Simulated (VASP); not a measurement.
Here is a VASP 6.6.1 calculation.

The input INCAR:

```
ALGO     = Normal         # electronic algorithm
DIPOL    = 0.5 0.5 0.500
EDIFF    = 1E-6           # SCF threshold, eV
ENCUT    = 520            # plane-wave cutoff, eV
GGA      = PS             # functional
IDIPOL   = 3            
ISIF     = 2              # what is computed and relaxed
ISMEAR   = 0              # smearing method
ISYM     = 0            
LASPH    = T              # aspherical terms in the spheres
LCHARG   = F              # write CHGCAR
LDIPOL   = T            
LREAL    = F              # projectors in reciprocal space
LWAVE    = F              # write WAVECAR
NBANDS   = 48             # bands
NELM     = 100            # most SCF steps
PREC     = Accurate       # precision mode
SIGMA    = 0.1            # smearing width, eV
```

The input KPOINTS:

```
k-points
0
Gamma
  10 7 1
```

File POSCAR:

```
MoP
1.0
    3.2062346808      0.0000000000      0.0000000000
   -1.6031173404      4.2172371559      0.0000000000
    0.0000000000      0.0000000000     23.6179833856
P Mo
4 4
Direct
    0.4306277982      0.8612555965      0.3598952485
    0.1473811562      0.2947623123      0.4483824600
    0.8633725003      0.7264424508      0.5361532366
    0.5727659794      0.1464113574      0.6344750889
    0.7167533579      0.4335067158      0.3746431171
    0.4335067158      0.8670134316      0.4631303286
    0.1502568454      0.3006242884      0.5513184555
    0.8595082145      0.7190318357      0.6328840021
```

Potentials or basis: VASP PAW PBE potentials, release 64 (P, Mo_sv).

The run is started by

```sh
$ cat potpaw_PBE.64/P/POTCAR potpaw_PBE.64/Mo_sv/POTCAR > POTCAR
$ mpirun -np 1 vasp_std > vasp.out
```

(1) Predict the band gap on the k mesh.

(2) What does it give for the largest force?

## Answers

(1) zero (bands 38 and 39 overlap by 0.63 eV).

(2) 1.685 eV/Å.

Caveat: the PAW data sets were made with another functional, which shifts forces and pressure a little.
